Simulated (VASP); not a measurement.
# Ge (P6/mmm) in VASP: notebook

Ge is run at these levels: PBE; tasks: relaxation of cell and atoms.

All numbers are computed with VASP 6.6.1; they aren't measurements. Logs are shortened: lines on timing, memory, paths and dates and some standing lists are left out, and cuts for length are marked.

## (1) The cell of the first run

Symmetry: P6/mmm, No. 191, hexagonal system. The conventional cell has a = 2.417 Å, b = 2.417 Å, c = 2.272 Å, α = 90.00°, β = 90.00°, γ = 120.00°. Ge (site symmetry 6/mmm) has 8 Ge at 2.27 to 2.42 Å within 3.0 Å.

This isn't the form of Ge at room conditions, which is diamond.

## (2) Relaxation of cell and atoms, PBE, target pressure 110 GPa, at which the enthalpy is minimised

INCAR

```
SYSTEM = Ge
PREC = Accurate ; ENCUT = 600
EDIFF = 1E-6 ; ISMEAR = -1
SIGMA = 0.05 ; LREAL = .False.
LASPH = .True. ; NELM = 100
ALGO = Normal ; ISIF = 3
LWAVE = .False. ; LCHARG = .False.
GGA = PE ; IBRION = 2
NSW = 60 ; EDIFFG = -0.005
PSTRESS = 1100.0
```

KPOINTS

```
regular mesh
0
Gamma
  18 18 17
  0 0 0
```

POSCAR

```
Ge
1.0
    2.4172663270      0.0000000000      0.0000000000
   -1.2086331635      2.0934140469      0.0000000000
    0.0000000000      0.0000000000      2.2722303474
Ge
1
Direct
    0.0000000000      0.0000000000      0.0000000000
```

Potentials or basis: VASP PAW PBE potentials, release 64 (Ge_d).

Started as:

```bash
$ cat potpaw_PBE.64/Ge_d/POTCAR > POTCAR
$ mpirun -np 1 vasp_std > vasp.out
```

OUTCAR:

```text
SYSTEM = Ge
   PREC = Accurate
   ENCUT = 600
   EDIFF = 1E-6
   ISMEAR = -1
   LREAL = .False.
   LASPH = .True.
   NELM = 100
   ISIF = 3
   GGA = PE
   IBRION = 2
   NSW = 60
   EDIFFG = -0.005
   PSTRESS = 1100.0

 ion  position               nearest neighbor table
   1  0.000  0.000  0.000-

  LATTYP: Found a hexagonal cell.
 ALAT       =     2.4172663270
 C/A-ratio  =     0.9400000000

  Lattice vectors:

 A1 = (   2.4172663270,   0.0000000000,   0.0000000000)
 A2 = (  -1.2086331635,   2.0934140469,   0.0000000000)
 A3 = (   0.0000000000,   0.0000000000,   2.2722303474)

Analysis of symmetry for initial positions (statically):
=====================================================================
 Subroutine PRICEL returns:
 Original cell was already a primitive cell.

 Routine SETGRP: Setting up the symmetry group for a
 hexagonal supercell.

 Subroutine GETGRP returns: Found 24 space group operations
 (whereof 24 operations were pure point group operations)
 out of a pool of 24 trial point group operations.

The static configuration has the point symmetry D_6h.

Analysis of symmetry for dynamics (positions and initial velocities):
=====================================================================
 Subroutine PRICEL returns:
 Original cell was already a primitive cell.

 Routine SETGRP: Setting up the symmetry group for a
 hexagonal supercell.

 Subroutine GETGRP returns: Found 24 space group operations
 (whereof 24 operations were pure point group operations)
 out of a pool of 24 trial point group operations.

The dynamic configuration has the point symmetry D_6h.

 Subroutine INISYM returns: Found 24 space group operations
 (whereof 24 operations are pure point group operations),
 and found     1 'primitive' translations

----------------------------------------------------------------------------------------

                                     Primitive cell

  volume of cell :      11.4983

  direct lattice vectors                    reciprocal lattice vectors
     2.417266327  0.000000000  0.000000000     0.413690452  0.238844294  0.000000000
    -1.208633164  2.093414047  0.000000000     0.000000000  0.477688588  0.000000000
     0.000000000  0.000000000  2.272230347     0.000000000  0.000000000  0.440096226

  length of vectors
     2.417266327  2.417266327  2.272230347     0.477688588  0.477688588  0.440096226

[... 103 lines left out ...]
   GGA     = PE    functional components
   LHFCALC =     F    Hartree Fock is set to
   AEXX    =    0.0000 exact exchange contribution
   IVDW    =     0    specifies the selected vdW correction
   LEPSILON=     F    determine dielectric tensor
   LRPA    =     F    only Hartree local field effects (RPA)
 conjugate gradient relaxation of ions
 non-spin polarized calculation
  energy-cutoff  :      600.00
  volume of cell :       11.50
 maximum number of plane-waves:       399
 NGX is ok and might be reduce to    20

--------------------------------------- Ionic step        1  -------------------------------------------

 number of electron      13.9999988 magnetization

 Free energy of the ion-electron system (eV)
  ---------------------------------------------------
  ext. energy  EPLUGINS =         0.00000000
  ---------------------------------------------------
  free energy    TOTEN  =        -2.52815220 eV

  energy without entropy =       -2.52541308  energy(sigma->0) =       -2.52678264

------------------------ aborting loop because EDIFF is reached ----------------------------------------

  FORCE on cell =-STRESS in cart. coord.  units (eV):
  Direction    XX          YY          ZZ          XY          YZ          ZX
  --------------------------------------------------------------------------------------
  -------------------------------------------------------------------------------------
  Total        8.4346065      8.4346065      8.0241987      0.0000000      0.0000000      0.0000000
  in kB     1175.2856052   1175.2856052   1118.0990191      0.0000000      0.0000000      0.0000000
  external PRESSURE =      56.2234098 kB  Pullay stress =    1100.0000000 kB
[... 94 lines left out ...]
  energy  without entropy=       -2.6338278355  energy(sigma->0) =       -2.63528784

  enthalpy is  TOTEN    =         5.3630109003 eV   P V=        7.9997587402

[... ionic steps 4 to 11 ...]

--------------------------------------- Ionic step       12  -------------------------------------------

 number of electron      13.9999985 magnetization

------------------------ aborting loop because EDIFF is reached ----------------------------------------
[... 69 lines left out ...]
--------------------------------------- Ionic step       14  -------------------------------------------

 number of electron      13.9999984 magnetization

 Free energy of the ion-electron system (eV)
  ---------------------------------------------------
  ext. energy  EPLUGINS =         0.00000000
  ---------------------------------------------------
  free energy    TOTEN  =        -2.62196319 eV

  energy without entropy =       -2.61907759  energy(sigma->0) =       -2.62052039

 E-fermi :  13.5427     XC(G=0): -13.9055

 val. band max:       13.5249801587   @ k =   0.3889   0.0556   0.4118
 cond. band min:      13.5470901958   @ k =   0.2778  -0.0000   0.1176
 fundamental gap:      0.0221100371
 Fermi energy:        13.5427201737

 k-point     1 :       0.0000    0.0000    0.0000
  band No.  band energies     occupation
      1     -12.6220      2.00000
      2     -12.1843      2.00000
      3     -12.1843      2.00000
      4     -11.6906      2.00000
      5     -11.6906      2.00000
      6      -5.0749      2.00000
      7      23.0996      0.00000
      8      26.2142      0.00000
      9      26.3640      0.00000
     10      26.3640      0.00000
     11      30.4420      0.00000
[... 309 lines left out ...]
 k-point    24 :       0.3889    0.1111    0.0000
  band No.  band energies     occupation
      1     -12.4829      2.00000
      2     -12.2355      2.00000
      3     -11.8876      2.00000
      4     -11.7684      2.00000
      5     -11.7524      2.00000
      6       2.2666      2.00000
      7       6.1947      2.00000
      8      15.6255      0.00000
      9      27.4021      0.00000
     10      30.0929      0.00000
     11      33.1142      0.00000

 [... further k-points ...]

------------------------ aborting loop because EDIFF is reached ----------------------------------------

  FORCE on cell =-STRESS in cart. coord.  units (eV):
  Direction    XX          YY          ZZ          XY          YZ          ZX
  --------------------------------------------------------------------------------------
  -------------------------------------------------------------------------------------
  Total        7.9820897      7.9820897      7.9855126      0.0000000     -0.0000000      0.0000000
  in kB     1099.6405265   1099.6405265   1100.1120753      0.0000000     -0.0000000      0.0000000
  external PRESSURE =      -0.2022906 kB  Pullay stress =    1100.0000000 kB
[... 20 lines left out ...]
  energy  without entropy=       -2.6190775931  energy(sigma->0) =       -2.62052039

  enthalpy is  TOTEN    =         5.3627358472 eV   P V=        7.9846990374

 reached required accuracy - stopping structural energy minimisation
```

Run time: 6 min. Hardware: 1 thread of Intel Xeon 8259CL, shared host; peak memory 0.18 GiB.

Results:

```yaml
Free_energy: -2.6220 eV
Relaxed_volume: 11.63 Å³/atom
Relaxed_cell: a = 2.434 Å, b = 2.434 Å, c = 2.267 Å, α = 90.00°, β = 90.00°, γ = 120.00°
Space_group_after_relaxing_to_0.1_Å: P6/mmm (No. 191)
Energy_change_on_relaxing_the_run_minimises_the_enthalpy: -93.8 meV/atom
Ionic_steps: 14
Pressure_after_relaxing: 110.0 GPa
Band_gap_on_the_k_mesh: zero (bands 7 and 8 overlap by 16.08 eV)
```

The path:
| step | energy change (eV) | largest force (eV/Å) | pressure (GPa) | volume (Å³) |
| --- | --- | --- | --- | --- |
| 1 | 0.0000 | 0.0000 | 115.62 | 11.50 |
| 2 | -0.4352 | 0.0000 | 89.76 | 12.18 |
| 3 | -0.1086 | 0.0000 | 109.18 | 11.65 |
| 4 | -0.1036 | 0.0000 | 109.57 | 11.64 |
| 5 | -0.1056 | 0.0000 | 109.40 | 11.65 |
| 6 | -0.0838 | 0.0000 | 110.54 | 11.62 |
| 7 | -0.0928 | 0.0000 | 110.15 | 11.63 |
| 8 | -0.0925 | 0.0000 | 110.07 | 11.63 |
| 9 | -0.0882 | 0.0000 | 110.34 | 11.62 |
| 10 | -0.0917 | 0.0000 | 110.24 | 11.63 |
| 11 | -0.0922 | 0.0000 | 110.16 | 11.63 |
| 12 | -0.1023 | 0.0000 | 109.60 | 11.64 |
| 13 | -0.0942 | 0.0000 | 109.96 | 11.63 |
| 14 | -0.0938 | 0.0000 | 109.98 | 11.63 |

Final structure:
```
Ge
1.0
     2.43376    0.00000    0.00000
    -1.21688    2.10770    0.00000
     0.00000    0.00000    2.26721
Ge
1
Cartesian
  0.0000 0.0000 0.0000
```

Levels at points of the mesh, in eV from the Fermi level:
```
           k point  band 4  band 5  band 6  band 7  band 8  band 9  band 10  band 11
(0.00, 0.00, 0.00)  -25.23  -25.23  -18.62    9.56   12.67   12.82    12.82    16.90
(0.50, 0.00, 0.00)  -25.28  -25.25   -9.84   -9.64    5.49    9.83    16.88    19.71
```

Caveat: the cell is relaxed towards a set pressure, so the run minimises the enthalpy, not the energy.

## (3) Relaxation of cell and atoms, PBE, target pressure 110 GPa, at which the enthalpy is minimised

This run uses another cell than the first one, of 11.62 Å³/atom.

INCAR

```
PREC     = Accurate       # precision mode
ENCUT    = 600            # plane-wave cutoff, eV
EDIFF    = 1E-7           # SCF threshold, eV
ISMEAR   = -1             # smearing method
SIGMA    = 0.05           # smearing width, eV
LREAL    = False          # projectors in reciprocal space
LASPH    = True           # aspherical terms in the spheres
NELM     = 100            # most SCF steps
ALGO     = Normal         # electronic algorithm
ISIF     = 3              # what is computed and relaxed
LWAVE    = False          # write WAVECAR
LCHARG   = False          # write CHGCAR
GGA      = PE             # functional
IBRION   = 2              # ionic algorithm
NSW      = 32             # ionic steps
EDIFFG   = -0.005         # ionic threshold
PSTRESS  = 1100.0
```

KPOINTS

```
regular mesh
0
Gamma
  18 18 17
```

POSCAR

```
Ge
1.0
    2.4324159508      0.0000000000      0.0000000000
   -1.2162079754      2.1065340059      0.0000000000
    0.0000000000      0.0000000000      2.2678588919
Ge
1
Direct
    0.0000000000      0.0000000000      0.0000000000
```

Potentials or basis: VASP PAW PBE potentials, release 64 (Ge_d).

Started as:

```bash
$ cat potpaw_PBE.64/Ge_d/POTCAR > POTCAR
$ mpirun -np 1 vasp_std > vasp.out
```

It took 3.4 min on 1 thread of Intel Xeon 8259CL, shared host; peak memory 0.17 GiB.

The run converged. Its results:

```yaml
Free_energy: -2.6219 eV
Relaxed_volume: 11.63 Å³/atom
Relaxed_cell: a = 2.434 Å, b = 2.434 Å, c = 2.267 Å, α = 90.00°, β = 90.00°, γ = 120.00°
Space_group_after_relaxing_to_0.1_Å: P6/mmm (No. 191)
Energy_change_on_relaxing_the_run_minimises_the_enthalpy: -6.5 meV/atom
Ionic_steps: 7
Pressure_after_relaxing: 110.1 GPa
Band_gap_on_the_k_mesh: zero (bands 7 and 8 overlap by 16.07 eV)
```

The path:
| step | energy change (eV) | largest force (eV/Å) | pressure (GPa) | volume (Å³) |
| --- | --- | --- | --- | --- |
| 1 | 0.0000 | 0.0000 | 110.38 | 11.62 |
| 2 | -0.0319 | 0.0000 | 108.53 | 11.67 |
| 3 | -0.0074 | 0.0000 | 109.92 | 11.63 |
| 4 | -0.0067 | 0.0000 | 110.03 | 11.63 |
| 5 | -0.0071 | 0.0000 | 110.01 | 11.63 |
| 6 | -0.0062 | 0.0000 | 110.04 | 11.63 |
| 7 | -0.0065 | 0.0000 | 110.06 | 11.63 |

Final structure:
```yaml
crystal:
  lattice:
    - [2.43360, 0.00000, 0.00000]
    - [-1.21680, 2.10756, 0.00000]
    - [0.00000, 0.00000, 2.26749]
  atoms:
    - { symbol: Ge, position: [0.00000, 0.00000, 0.00000] }
```

Levels at points of the mesh, in eV from the Fermi level:
```csv
k point,band 5,band 6,band 7,band 8,band 9,band 10
"(0.00, 0.00, 0.00)",-25.23,-18.62,9.55,12.67,12.83,12.83
"(0.50, 0.00, 0.00)",-25.25,-9.84,-9.64,5.49,9.84,16.87
```

Caveat: the cell is relaxed towards a set pressure, so the run minimises the enthalpy, not the energy.

## (4) Relaxation of cell and atoms, PBE, target pressure 110 GPa, at which the enthalpy is minimised

This run uses another cell than the first one: it holds 3 atoms, not 1.

INCAR

```
ALGO = Normal ; EDIFF = 1E-6
EDIFFG = -0.005 ; ENCUT = 600
GGA = PE ; IBRION = 2
ISIF = 3 ; ISMEAR = -1
LASPH = T ; LCHARG = F
LREAL = F ; LWAVE = F
NELM = 80 ; NSW = 60
PREC = Accurate ; PSTRESS = 1100.0
SIGMA = 0.05
```

KPOINTS

```
k-points
0
Gamma
  9 9 13
```

POSCAR

```
Ge
1.0
    3.9868789499      0.0000000000      0.0000000000
   -1.9934394750      3.4527384525      0.0000000000
    0.0000000000      0.0000000000      2.4718649490
Ge
3
Direct
    0.0000000000      0.0000000000      0.0000000000
    0.3333333333      0.6666666667      0.5000000000
    0.6666666667      0.3333333333      0.5000000000
```

Started as:

```bash
$ cat potpaw_PBE.64/Ge_d/POTCAR > POTCAR
$ mpirun -np 1 vasp_std > vasp.out
```

Run time: 11 min. Hardware: 1 thread of Intel Xeon 8259CL, shared host; peak memory 0.21 GiB.

It converged, with:

* Free energy: -7.6287 eV
* Relaxed volume: 11.49 Å³/atom
* Relaxed cell: a = 4.074 Å, b = 4.074 Å, c = 2.399 Å, α = 90.00°, β = 90.00°, γ = 120.00°
* Space group after relaxing (to 0.1 Å): P6/mmm (No. 191)
* Energy change on relaxing (the run minimises the enthalpy): -139.0 meV/atom
* Ionic steps: 13
* Pressure after relaxing: 110.0 GPa
* Band gap on the k mesh: zero (bands 21 and 22 overlap by 9.64 eV)

Step by step:
| step | energy change (eV) | largest force (eV/Å) | pressure (GPa) | volume (Å³) |
| --- | --- | --- | --- | --- |
| 1 | 0.0000 | 0.0000 | 116.76 | 34.03 |
| 2 | -1.5637 | 0.0000 | 87.27 | 36.38 |
| 3 | -0.7949 | 0.0000 | 102.20 | 35.08 |
| 4 | -0.0112 | 0.0000 | 116.76 | 34.07 |
| 5 | -0.5897 | 0.0000 | 106.70 | 34.74 |
| 6 | -0.0735 | 0.0000 | 116.41 | 34.00 |
| 7 | -0.4132 | 0.0000 | 110.35 | 34.48 |
| 8 | -0.4267 | 0.0000 | 109.66 | 34.50 |
| 9 | -0.4190 | 0.0000 | 109.99 | 34.49 |
| 10 | -0.4212 | 0.0000 | 109.68 | 34.49 |
| 11 | -0.4199 | 0.0000 | 109.90 | 34.49 |
| 12 | -0.4188 | 0.0000 | 109.95 | 34.49 |
| 13 | -0.4171 | 0.0000 | 109.96 | 34.48 |

Final structure:
```cif
data_structure
_symmetry_space_group_name_H-M 'P 1'
_symmetry_Int_Tables_number 1
_cell_length_a 4.0742
_cell_length_b 4.0742
_cell_length_c 2.3989
_cell_angle_alpha 90.000
_cell_angle_beta 90.000
_cell_angle_gamma 120.000
_cell_volume 34.48
loop_
_atom_site_label
_atom_site_type_symbol
_atom_site_fract_x
_atom_site_fract_y
_atom_site_fract_z
_atom_site_occupancy
Ge1 Ge 0.00000 0.00000 0.00000 1
Ge2 Ge 0.33333 0.66667 0.50000 1
Ge3 Ge 0.66667 0.33333 0.50000 1
```

Levels at points of the mesh, in eV from the Fermi level:
```
           k point  band 19  band 20  band 21  band 22  band 23  band 24
(0.00, 0.00, 0.00)    -5.80    -5.80    -5.72    -5.72     6.34    10.69
```

Caveat: the cell is relaxed towards a set pressure, so the run minimises the enthalpy, not the energy.

## (5) The runs side by side

```csv
cell,k mesh,gap on the mesh (eV),pressure (GPa)
"relaxed to 110 GPa from a = 2.417, b = 2.417, c = 2.272 Å, angles 90.0, 90.0, 120.0°, 1 atom, atomic positions A",18 × 18 × 17,none,110.0
"relaxed to 110 GPa from a = 2.432, b = 2.432, c = 2.268 Å, angles 90.0, 90.0, 120.0°, 1 atom, atomic positions A",18 × 18 × 17,none,110.1
"relaxed to 110 GPa from a = 3.987, b = 3.987, c = 2.472 Å, angles 90.0, 90.0, 120.0°, 3 atoms, atomic positions B",9 × 9 × 13,none,110.0
```

Alike in all rows: task relaxation of cell and atoms; level PBE; potentials or basis VASP PAW PBE potentials, release 64 (Ge_d); no spin polarisation; cutoff (eV) 600; smearing fermi-dirac 0.05 eV.

Caveats: the cell is relaxed towards a set pressure, so the run minimises the enthalpy, not the energy.

Absolute energies hang on the potentials; compare differences alone.

The gap in the log of VASP goes by the Fermi energy; the results here count the filled bands.